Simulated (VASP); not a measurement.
Wanted: the native input for a VASP 6.6.1 run.

| Property | Result |
| --- | --- |
| Task | single point |
| Functional | PBE |
| Potentials or basis | VASP PAW PBE potentials, release 64 (K_sv, I) |
| Cutoff | 520 eV |
| k mesh | 6 × 6 × 6 |
| Occupations | gaussian, width 0.02 eV |
| Spin | no spin polarisation |
| Dipole correction | no |
| Further INCAR settings | ALGO = Normal; EDIFF = 1e-06; NBANDS = 15 |

The structure of KI lies in POSCAR:

```
KI
1.0
    4.8915851978      0.0000000000      0.0000000000
   -2.4457925989      4.2362370460      0.0000000000
    0.0000000000      0.0000000000      4.4978931118
K I
1 1
Direct
    0.0000000000      0.0000000000      0.0000000000
    0.6666666667      0.3333333333      0.5000000000
```

These files were run (other wordings do the same):

INCAR

```
SYSTEM = KI
ALGO = Normal
EDIFF = 1E-6
ENCUT = 520
GGA = PE
ISIF = 2
ISMEAR = 0
LASPH = .True.
LCHARG = .False.
LREAL = .False.
LWAVE = .False.
NBANDS = 15
NELM = 80
PREC = Accurate
SIGMA = 0.02
```

KPOINTS

```
k-points
0
Gamma
  6 6 6
  0 0 0
```

Potentials or basis: VASP PAW PBE potentials, release 64 (K_sv, I).

Command:

```bash
$ cat potpaw_PBE.64/K_sv/POTCAR potpaw_PBE.64/I/POTCAR > POTCAR
$ mpirun -np 1 vasp_std > vasp.out
```

It gave:

```json
{
 "Pressure": "0.0 GPa",
 "Band gap on the k mesh": "3.63 eV, indirect (least direct gap 3.64 eV)"
}
```

Caveat: spin-orbit coupling is left out, which moves the levels of the heavy elements.

Run time: 34 s on 1 thread of Intel(R) Xeon(R) Platinum 8375C CPU @ 2.90GHz (Ice Lake) (shared host), peak memory 0.22 GiB.
